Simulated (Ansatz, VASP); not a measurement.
# Two plane-wave programs on CdTe

```xyz
4
Lattice="4.8841 0.0000 0.0000 -2.4420 4.2297 0.0000 0.0000 0.0000 6.6222" Properties=species:S:1:pos:R:3 pbc="T T T"
Cd    0.0000    2.8198    1.6556
Cd    2.4420    1.4099    4.9667
Te    2.4420    1.4099    1.6556
Te    0.0000    2.8198    4.9667
```

Alike in both runs: task single point; functional PBE; k mesh 6 × 6 × 4; occupations fermi-dirac, width 0.02 eV; non-collinear spin, spin-orbit coupling.

```csv
,VASP,Ansatz
version,VASP 6.6.1,Ansatz 0.2.0
potentials or method,"VASP PAW PBE potentials, release 64 (Cd, Te)","plane waves, PAW"
plane-wave cutoff (eV),520,420
valence electrons in the cell,36,72
```

Ansatz gave:

```
pressure (GPa)                                                : 1.1
traceless stress, the component that is largest in VASP (GPa) : -0.46
net moment per atom (μB)                                      : 0.00
```

Task: Which values does VASP return?

Result: Pressure (GPa): 1.2; traceless stress, the component that is largest in VASP (GPa): -0.51; net moment per atom (μB): 0.00.

VASP's potentials hold 36 valence electrons a cell and Ansatz's 72, so a difference there can come from the potentials and not from the codes.
